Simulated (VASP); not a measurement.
# CdSe (F-43m) in VASP: further runs

CdSe is run at these levels: PBEsol; tasks: single point, relaxation of cell and atoms.

All numbers are computed with VASP 6.6.1; they aren't measurements. Logs are shortened: lines on timing, memory, paths and dates and some standing lists are left out, and cuts for length are marked.

## Step 1: The cell of the first run

It takes space group F-43m (No. 216, cubic). Conventional cell: a = 5.808 Å, b = 5.808 Å, c = 5.808 Å, α = 90.00°, β = 90.00°, γ = 90.00°. Within 3.3 Å of Cd (site symmetry -43m) lie 4 Se at 2.51 Å. Within 3.3 Å of Se (site symmetry -43m) lie 4 Cd at 2.51 Å.

## Step 2: Single point, PBEsol

INCAR reads:

```
SYSTEM = CdSe
PREC = Accurate ; ENCUT = 520
EDIFF = 1E-7 ; ISMEAR = 0
SIGMA = 0.01 ; LREAL = .False.
LASPH = .True. ; NELM = 60
ALGO = Normal ; ISIF = 2
LWAVE = .False. ; LCHARG = .False.
GGA = PS ; NBANDS = 16
```

KPOINTS reads:

```
regular mesh
0
Gamma
  6 6 6
  0 0 0
```

POSCAR reads:

```
CdSe
1.0
    0.0000000000      2.9038366467      2.9038366467
    2.9038366467      0.0000000000      2.9038366467
    2.9038366467      2.9038366467      0.0000000000
Cd Se
1 1
Direct
    0.0000000000      0.0000000000      0.0000000000
    0.7500000000      0.7500000000      0.7500000000
```

Potentials or basis: VASP PAW PBE potentials, release 64 (Cd, Se).

Run with:

```console
cat potpaw_PBE.64/Cd/POTCAR potpaw_PBE.64/Se/POTCAR > POTCAR
mpirun -np 1 vasp_std > vasp.out
```

OUTCAR:

```text
SYSTEM = CdSe
   PREC = Accurate
   ENCUT = 520
   EDIFF = 1E-7
   ISMEAR = 0
   LREAL = .False.
   LASPH = .True.
   NELM = 60
   ISIF = 2
   GGA = PS

 ion  position               nearest neighbor table
   1  0.000  0.000  0.000-   2 2.51   2 2.51   2 2.51   2 2.51
   2  0.750  0.750  0.750-   1 2.51   1 2.51   1 2.51   1 2.51

  LATTYP: Found a face centered cubic cell.
 ALAT       =     5.8076732934

  Lattice vectors:

 A1 = (   0.0000000000,   2.9038366467,   2.9038366467)
 A2 = (   2.9038366467,   0.0000000000,   2.9038366467)
 A3 = (   2.9038366467,   2.9038366467,   0.0000000000)

Analysis of symmetry for initial positions (statically):
=====================================================================
 Subroutine PRICEL returns:
 Original cell was already a primitive cell.

 Routine SETGRP: Setting up the symmetry group for a
 face centered cubic supercell.

 Subroutine GETGRP returns: Found 24 space group operations
 (whereof 24 operations were pure point group operations)
 out of a pool of 48 trial point group operations.

The static configuration has the point symmetry T_d .

Analysis of symmetry for dynamics (positions and initial velocities):
=====================================================================
 Subroutine PRICEL returns:
 Original cell was already a primitive cell.

 Routine SETGRP: Setting up the symmetry group for a
 face centered cubic supercell.

 Subroutine GETGRP returns: Found 24 space group operations
 (whereof 24 operations were pure point group operations)
 out of a pool of 48 trial point group operations.

The dynamic configuration has the point symmetry T_d .

 Subroutine INISYM returns: Found 24 space group operations
 (whereof 24 operations are pure point group operations),
 and found     1 'primitive' translations

----------------------------------------------------------------------------------------

                                     Primitive cell

  volume of cell :      48.9719

  direct lattice vectors                    reciprocal lattice vectors
     0.000000000  2.903836647  2.903836647    -0.172185994  0.172185994  0.172185994
     2.903836647  0.000000000  2.903836647     0.172185994 -0.172185994  0.172185994
     2.903836647  2.903836647  0.000000000     0.172185994  0.172185994 -0.172185994

  length of vectors
     4.106645169  4.106645169  4.106645169     0.298234890  0.298234890  0.298234890

  position of ions in fractional coordinates (direct lattice)
     0.000000000  0.000000000  0.000000000
     0.750000000  0.750000000  0.750000000

  ion indices of the primitive-cell ions
   primitive index   ion index
                 1           1
                 2           2

----------------------------------------------------------------------------------------

 KPOINTS: regular mesh

Automatic generation of k-mesh.
 Grid dimensions read from file:
 generate k-points for:    6    6    6

 Generating k-lattice:

  Cartesian coordinates                     Fractional coordinates (reciprocal lattice)
    -0.028697666  0.028697666  0.028697666     0.166666667  0.000000000  0.000000000
     0.028697666 -0.028697666  0.028697666     0.000000000  0.166666667  0.000000000
     0.028697666  0.028697666 -0.028697666     0.000000000  0.000000000  0.166666667

  Length of vectors
     0.049705815  0.049705815  0.049705815

  Shift w.r.t. Gamma in fractional coordinates (k-lattice)
     0.000000000  0.000000000  0.000000000

 Subroutine IBZKPT returns following result:
 ===========================================

 Found     16 irreducible k-points:

 Following reciprocal coordinates:
            Coordinates               Weight
  0.000000  0.000000  0.000000      1.000000
  0.166667  0.000000  0.000000      8.000000
  0.333333  0.000000  0.000000      8.000000
  0.500000  0.000000  0.000000      4.000000
  0.166667  0.166667  0.000000      6.000000
  0.333333  0.166667  0.000000     24.000000
[... 8 lines left out ...]
 -0.333333  0.333333  0.166667     24.000000
 -0.333333  0.500000  0.166667     12.000000
   k-points           NKPTS =     16   k-points in BZ     NKDIM =     16   number of bands    NBANDS=     16
   number of dos      NEDOS =    301   number of ions     NIONS =      2
   total plane-waves  NPLWV =  32768
   dimension x,y,z NGX =    32 NGY =   32 NGZ =   32
   dimension x,y,z NGXF=    64 NGYF=   64 NGZF=   64
   ions per type =               1   1
   NGX,Y,Z   is equivalent  to a cutoff of  12.95, 12.95, 12.95 a.u.
   NGXF,Y,Z  is equivalent  to a cutoff of  25.91, 25.91, 25.91 a.u.
 SYSTEM =  CdSe
   PREC   = accura    normal or accurate (medium, high low for compatibility)
   ISTART =      0    job   : 0-new  1-cont  2-samecut
   ICHARG =      2    charge: 1-file 2-atom 10-const
   ISPIN  =      1    spin polarized calculation?
   LNONCOLLINEAR =      F non collinear calculations
   LSORBIT =      F    spin-orbit coupling
   LASPH  =      T    aspherical Exc in radial PAW
   ENCUT  =  520.0 eV  38.22 Ry    6.18 a.u.   7.64  7.64  7.64*2*pi/ulx,y,z
   NELM   =     60;   NELMIN=  2; NELMDL= -5     # of ELM steps
   EDIFF  = 0.1E-06   stopping-criterion for ELM
   LREAL  =      F    real-space projection
   EDIFFG = 0.1E-05   stopping-criterion for IOM
   NSW    =      0    number of steps for IOM
   IBRION =     -1    ionic relax: 0-MD 1-quasi-New 2-CG
   NFREE  =      0    steps in history (QN), initial steepest desc. (CG)
   ISIF   =      2    stress and relaxation
   ISYM   =      2    0-nonsym 1-usesym 2-fastsym
   POTIM  = 0.5000    time-step for ionic-motion
   TEBEG  =    0.0;   TEEND  =   0.0 temperature during run
   PSTRESS=    0.0 pullay stress
   NELECT =      18.0000    total number of electrons
   NUPDOWN=      -1.0000    fix difference up-down
   EMIN   =  10.00;   EMAX   =-10.00  energy-range for DOS
   EFERMI =   0.00;   METHOD = LEGACY
   ISMEAR =     0;   SIGMA  =   0.01  broadening in eV -4-tet -1-fermi 0-gaus
   EFERMI_NEDOS =   21; number of points for ismear=-14 and -15
   IALGO  =     38    algorithm
   IMIX   =      4    mixing-type and parameters
     AMIX     =   0.40;   BMIX     =  1.00
     AMIX_MAG =   1.60;   BMIX_MAG =  1.00
  volume/ion in A,a.u.               =      24.49       165.24
  Fermi-wavevector in a.u.,A,eV,Ry     =   1.172691  2.216064 18.710780  1.375204
  Thomas-Fermi vector in A             =   2.309115
   LORBIT       =      0    0 simple, 1 ext, 2 COOP (PROOUT), +10 PAW based schemes
   GGA     = PS    functional components
   LHFCALC =     F    Hartree Fock is set to
   AEXX    =    0.0000 exact exchange contribution
   IVDW    =     0    specifies the selected vdW correction
   LEPSILON=     F    determine dielectric tensor
   LRPA    =     F    only Hartree local field effects (RPA)
 non-spin polarized calculation
 Gauss-broadening in eV      SIGMA  =   0.01
  energy-cutoff  :      520.00
  volume of cell :       48.97
 maximum number of plane-waves:      1363
 NGX is ok and might be reduce to    32
   NGX = 15   NGY = 15   NGZ = 15

 number of electron      18.0000004 magnetization

 Free energy of the ion-electron system (eV)
  ---------------------------------------------------
  ext. energy  EPLUGINS =         0.00000000
  ---------------------------------------------------
  free energy    TOTEN  =        -5.95217072 eV

  energy without entropy =       -5.95217072  energy(sigma->0) =       -5.95217072

 E-fermi :   2.1363     XC(G=0):  -9.7457

 val. band max:        2.0351971423   @ k =   0.0000   0.0000   0.0000
 cond. band min:       2.7842611549   @ k =   0.0000   0.0000   0.0000
 fundamental gap:      0.7490640125
 Fermi energy:         2.1363086800

 k-point     1 :       0.0000    0.0000    0.0000
  band No.  band energies     occupation
      1     -11.4885      2.00000
      2      -6.4853      2.00000
      3      -6.4853      2.00000
      4      -6.4853      2.00000
      5      -5.9309      2.00000
      6      -5.9309      2.00000
[... 8 lines left out ...]
     15      13.4070      0.00000
     16      13.4070      0.00000

 k-point     2 :       0.1667    0.0000    0.0000
  band No.  band energies     occupation
      1     -11.3612      2.00000
      2      -6.4434      2.00000
      3      -6.4434      2.00000
      4      -6.3886      2.00000
      5      -5.9331      2.00000
      6      -5.9331      2.00000
[... 8 lines left out ...]
     15      12.2303      0.00000
     16      12.6635      0.00000

 k-point     3 :       0.3333    0.0000    0.0000
  band No.  band energies     occupation
      1     -11.1006      2.00000
      2      -6.3742      2.00000
      3      -6.3742      2.00000
      4      -5.9925      2.00000
      5      -5.9170      2.00000
      6      -5.9170      2.00000
[... 8 lines left out ...]
     15      12.7713      0.00000
     16      12.7713      0.00000

 k-point     4 :       0.5000    0.0000    0.0000
  band No.  band energies     occupation
      1     -10.9686      2.00000
      2      -6.3499      2.00000
      3      -6.3499      2.00000
      4      -5.8954      2.00000
      5      -5.8954      2.00000
      6      -5.5181      2.00000
[... 8 lines left out ...]
     15      14.5633      0.00000
     16      14.5633      0.00000

 k-point     5 :       0.1667    0.1667    0.0000
  band No.  band energies     occupation
      1     -11.3191      2.00000
      2      -6.4151      2.00000
      3      -6.4009      2.00000
      4      -6.4009      2.00000
      5      -5.9596      2.00000
      6      -5.9089      2.00000
[... 8 lines left out ...]
     15      13.6266      0.00000
     16      14.3603      0.00000

 k-point     6 :       0.3333    0.1667    0.0000
  band No.  band energies     occupation
      1     -11.1034      2.00000
      2      -6.3600      2.00000
      3      -6.3185      2.00000
      4      -6.1649      2.00000
      5      -5.9171      2.00000
      6      -5.8896      2.00000
[... 8 lines left out ...]
     15      13.7937      0.00000
     16      14.0973      0.00000

 k-point     7 :       0.5000    0.1667    0.0000
  band No.  band energies     occupation
      1     -10.9295      2.00000
      2      -6.3276      2.00000
      3      -6.2856      2.00000
      4      -5.9764      2.00000
      5      -5.8889      2.00000
      6      -5.5075      2.00000
[... 8 lines left out ...]
     15      14.2421      0.00000
     16      14.6814      0.00000

 k-point     8 :      -0.3333    0.1667    0.0000
  band No.  band energies     occupation
      1     -10.9728      2.00000
      2      -6.3271      2.00000
      3      -6.3148      2.00000
      4      -5.9495      2.00000
      5      -5.9341      2.00000
      6      -5.6580      2.00000
[... 8 lines left out ...]
     15      13.3810      0.00000
     16      14.5846      0.00000

 k-point     9 :      -0.1667    0.1667    0.0000
  band No.  band energies     occupation
      1     -11.1894      2.00000
      2      -6.3936      2.00000
      3      -6.3692      2.00000
      4      -6.2184      2.00000
      5      -5.9554      2.00000
      6      -5.8957      2.00000
[... 8 lines left out ...]
     15      12.9691      0.00000
     16      14.4690      0.00000

 k-point    10 :       0.3333    0.3333    0.0000
  band No.  band energies     occupation
      1     -10.9758      2.00000
      2      -6.2604      2.00000
      3      -6.2072      2.00000
      4      -6.2072      2.00000
      5      -5.8645      2.00000
      6      -5.8308      2.00000
[... 8 lines left out ...]
     15      14.1982      0.00000
     16      16.9607      0.00000

 k-point    11 :       0.5000    0.3333    0.0000
  band No.  band energies     occupation
      1     -10.8480      2.00000
      2      -6.2656      2.00000
      3      -6.1554      2.00000
      4      -6.0955      2.00000
      5      -5.8653      2.00000
      6      -5.4692      2.00000
[... 8 lines left out ...]
     15      14.9583      0.00000
     16      15.9610      0.00000

 k-point    12 :      -0.3333    0.3333    0.0000
  band No.  band energies     occupation
      1     -10.8480      2.00000
      2      -6.2884      2.00000
      3      -6.2026      2.00000
      4      -5.9962      2.00000
      5      -5.9130      2.00000
      6      -5.3221      2.00000
[... 8 lines left out ...]
     15      13.0749      0.00000
     16      16.7053      0.00000

 k-point    13 :       0.5000    0.5000    0.0000
  band No.  band energies     occupation
      1     -10.8054      2.00000
      2      -6.2630      2.00000
      3      -6.0943      2.00000
      4      -6.0943      2.00000
      5      -5.8422      2.00000
      6      -5.4392      2.00000
[... 8 lines left out ...]
     15      14.6052      0.00000
     16      15.8579      0.00000

 k-point    14 :       0.5000    0.3333    0.1667
  band No.  band energies     occupation
      1     -10.9324      2.00000
      2      -6.2779      2.00000
      3      -6.2678      2.00000
      4      -6.0562      2.00000
      5      -5.8939      2.00000
      6      -5.6391      2.00000
[... 8 lines left out ...]
     15      14.7409      0.00000
     16      15.6275      0.00000

 k-point    15 :      -0.3333    0.3333    0.1667
  band No.  band energies     occupation
      1     -10.8479      2.00000
      2      -6.2733      2.00000
      3      -6.2234      2.00000
      4      -5.9844      2.00000
      5      -5.9204      2.00000
      6      -5.3168      2.00000
[... 8 lines left out ...]
     15      14.3150      0.00000
     16      15.6380      0.00000

 k-point    16 :      -0.3333    0.5000    0.1667
  band No.  band energies     occupation
      1     -10.8068      2.00000
      2      -6.2438      2.00000
      3      -6.1742      2.00000
      4      -6.0306      2.00000
      5      -5.8937      2.00000
      6      -5.2752      2.00000
[... 8 lines left out ...]
     15      15.3205      0.00000
     16      15.5348      0.00000

------------------------ aborting loop because EDIFF is reached ----------------------------------------

  FORCE on cell =-STRESS in cart. coord.  units (eV):
  Direction    XX          YY          ZZ          XY          YZ          ZX
  --------------------------------------------------------------------------------------
  -------------------------------------------------------------------------------------
  Total        3.2426540      3.2426540      3.2426540      0.0000000      0.0000000      0.0000000
  in kB      106.0876073    106.0876073    106.0876073      0.0000000      0.0000000      0.0000000
  external PRESSURE =     106.0876073 kB  Pullay stress =       0.0000000 kB

 VOLUME and BASIS-vectors are now :
 -----------------------------------------------------------------------------
  energy-cutoff  :      520.00
  volume of cell :       48.97
      direct lattice vectors                 reciprocal lattice vectors
     0.000000000  2.903836647  2.903836647    -0.172185994  0.172185994  0.172185994
     2.903836647  0.000000000  2.903836647     0.172185994 -0.172185994  0.172185994
     2.903836647  2.903836647  0.000000000     0.172185994  0.172185994 -0.172185994

 POSITION                                       TOTAL-FORCE (eV/Angst)
 -----------------------------------------------------------------------------------
      0.00000      0.00000      0.00000        -0.000000     -0.000000     -0.000000
      4.35575      4.35575      4.35575         0.000000      0.000000      0.000000
 -----------------------------------------------------------------------------------
    total drift:                                0.000000      0.000000      0.000000

  FREE ENERGIE OF THE ION-ELECTRON SYSTEM (eV)
  ---------------------------------------------------
  free  energy   TOTEN  =        -5.9521707186 eV

  energy  without entropy=       -5.9521707186  energy(sigma->0) =       -5.95217072
```

Wall time 18 s (1 thread of Intel Xeon 8259CL, shared host); peak memory 0.17 GiB.

What came out:

```yaml
Free_energy: -5.9522 eV
Pressure: 10.6 GPa
Band_gap_on_the_k_mesh: 0.75 eV, direct
```

Levels at points of the mesh, in eV from the valence-band top:
| k point | band 5 | band 6 | band 7 | band 8 | band 9 | band 10 | band 11 | band 12 | band 13 | band 14 |
| --- | --- | --- | --- | --- | --- | --- | --- | --- | --- | --- |
| (0.00, 0.00, 0.00) | -7.97 | -7.97 | 0.00 | 0.00 | 0.00 | 0.75 | 5.80 | 5.80 | 5.80 | 10.14 |
| (0.50, 0.00, 0.00) | -7.93 | -7.55 | -5.36 | -0.99 | -0.99 | 2.42 | 6.35 | 6.35 | 7.59 | 10.33 |
| (0.50, 0.50, 0.00) | -7.88 | -7.47 | -4.82 | -2.41 | -2.41 | 2.70 | 3.71 | 9.70 | 10.96 | 10.96 |

Caveat: the PAW data sets were made with another functional, which shifts forces and pressure a little.

## Step 3: Single point, PBEsol

This run uses another cell than the first one, of 26.34 Å³/atom, 1.076 times its volume.

INCAR reads:

```
  PREC = Accurate
  ENCUT = 520
  EDIFF = 1E-7
  ISMEAR = 0
  SIGMA = 0.01
  LREAL = False
  LASPH = True
  NELM = 80
  ALGO = Normal
  ISIF = 2
  LWAVE = False
  LCHARG = False
  GGA = PS
  NBANDS = 16
```

KPOINTS reads:

```
regular mesh
0
Gamma
  6 6 6
```

POSCAR reads:

```
CdSe
1.0
    0.0000000000      2.9752288126      2.9752288126
    2.9752288126      0.0000000000      2.9752288126
    2.9752288126      2.9752288126      0.0000000000
Cd Se
1 1
Direct
    0.0000000000      0.0000000000      0.0000000000
    0.7500000000      0.7500000000      0.7500000000
```

Potentials or basis: VASP PAW PBE potentials, release 64 (Cd, Se).

Run with:

```console
cat potpaw_PBE.64/Cd/POTCAR potpaw_PBE.64/Se/POTCAR > POTCAR
mpirun -np 1 vasp_std > vasp.out
```

Run time: 20 s. Hardware: 1 thread of Intel Xeon 8259CL, shared host; peak memory 0.18 GiB.

It converged, with:

```yaml
Free_energy: -6.1217 eV
Pressure: 4.4 GPa
Band_gap_on_the_k_mesh: 0.61 eV, direct
```

Levels at points of the mesh, in eV from the valence-band top:
```
           k point  band 6  band 7  band 8  band 9  band 10  band 11  band 12  band 13
(0.00, 0.00, 0.00)   -7.71    0.00    0.00    0.00     0.61     5.84     5.84     5.84
(0.50, 0.00, 0.00)   -7.37   -4.86   -0.86   -0.86     2.36     6.36     6.36     7.44
(0.50, 0.50, 0.00)   -7.30   -4.44   -2.12   -2.12     2.86     3.71     9.31    10.52
```

Caveat: the PAW data sets were made with another functional, which shifts forces and pressure a little.

## Step 4: Single point, PBEsol

This run uses another cell than the first one, of 27.62 Å³/atom, 1.128 times its volume.

INCAR reads:

```
SYSTEM = CdSe
ALGO     = Normal         ! electronic algorithm
EDIFF    = 1E-6           ! SCF threshold, eV
ENCUT    = 520            ! plane-wave cutoff, eV
GGA      = PS             ! functional
ISIF     = 2              ! what is computed and relaxed
ISMEAR   = 0              ! smearing method
LASPH    = .TRUE.         ! aspherical terms in the spheres
LCHARG   = .FALSE.        ! write CHGCAR
LREAL    = .FALSE.        ! projectors in reciprocal space
LWAVE    = .FALSE.        ! write WAVECAR
NBANDS   = 16             ! bands
NELM     = 60             ! most SCF steps
PREC     = Accurate       ! precision mode
SIGMA    = 0.01           ! smearing width, eV
```

KPOINTS reads:

```
k-points
0
G
  6 6 6
  0 0 0
```

POSCAR reads:

```
CdSe
1.0
    0.0000000000      3.0227212248      3.0227212248
    3.0227212248      0.0000000000      3.0227212248
    3.0227212248      3.0227212248      0.0000000000
Cd Se
1 1
Direct
    0.0000000000      0.0000000000      0.0000000000
    0.7500000000      0.7500000000      0.7500000000
```

Run with:

```console
cat potpaw_PBE.64/Cd/POTCAR potpaw_PBE.64/Se/POTCAR > POTCAR
mpirun -np 1 vasp_std > vasp.out
```

Run time: 18 s. Hardware: 1 thread of Intel Xeon 8259CL, shared host; peak memory 0.18 GiB.

The run converged. Its results:

* Free energy: -6.1671 eV
* Pressure: 1.4 GPa
* Band gap on the k mesh: 0.52 eV, direct

Levels at points of the mesh, in eV from the valence-band top:
```
           k point  band 5  band 6  band 7  band 8  band 9  band 10  band 11  band 12  band 13  band 14
(0.00, 0.00, 0.00)   -7.58   -7.58    0.00    0.00    0.00     0.52     5.85     5.85     5.85     9.67
(0.50, 0.00, 0.00)   -7.56   -7.27   -4.56   -0.79   -0.79     2.31     6.36     6.36     7.33     9.93
(0.50, 0.50, 0.00)   -7.52   -7.21   -4.22   -1.94   -1.94     2.96     3.69     9.07    10.23    10.23
```

Caveat: the PAW data sets were made with another functional, which shifts forces and pressure a little. As with any semilocal functional, this PBEsol gap is likely too small.

(Part 1 of 2 ends here.)
